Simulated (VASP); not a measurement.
AlRu, 2 atoms in the cell. The structure is cubic, space group Pm-3m (No. 221). The conventional cell has a = 2.992 Å, b = 2.992 Å, c = 2.992 Å, α = 90.00°, β = 90.00°, γ = 90.00°. Within 3.4 Å of Al (site symmetry m-3m) lie 8 Ru at 2.59 Å and 6 Al at 2.99 Å. Within 3.4 Å of Ru (site symmetry m-3m) lie 8 Al at 2.59 Å and 6 Ru at 2.99 Å. 

- Program: VASP 6.6.1
- Task: single point
- Functional: LDA
- Potentials or basis: VASP PAW LDA potentials, release 64 (Al, Ru_pv)
- Cutoff: 500 eV
- k mesh: 11 × 11 × 11
- Occupations: fermi-dirac, width 0.1 eV
- Spin: no spin polarisation
- Dipole correction: no
- Further INCAR settings: ALGO = Normal; EDIFF = 1e-06; NBANDS = 16

Potentials or basis: VASP PAW LDA potentials, release 64 (Al, Ru_pv).

The run is started by

```console
$ cat potpaw_LDA.64/Al/POTCAR potpaw_LDA.64/Ru_pv/POTCAR > POTCAR
$ mpirun -np 1 vasp_std > vasp.out
```

Hardware: 1 thread of Intel(R) Xeon(R) Platinum 8488C (Sapphire Rapids) (shared host).

**Question.** Estimate the wall time of this run.

**Answer.** Wall time 6.7 s on 1 thread of Intel(R) Xeon(R) Platinum 8488C (Sapphire Rapids), with other jobs on the host, peak memory 0.14 GiB. Counts: scf iterations 11, k points 56.
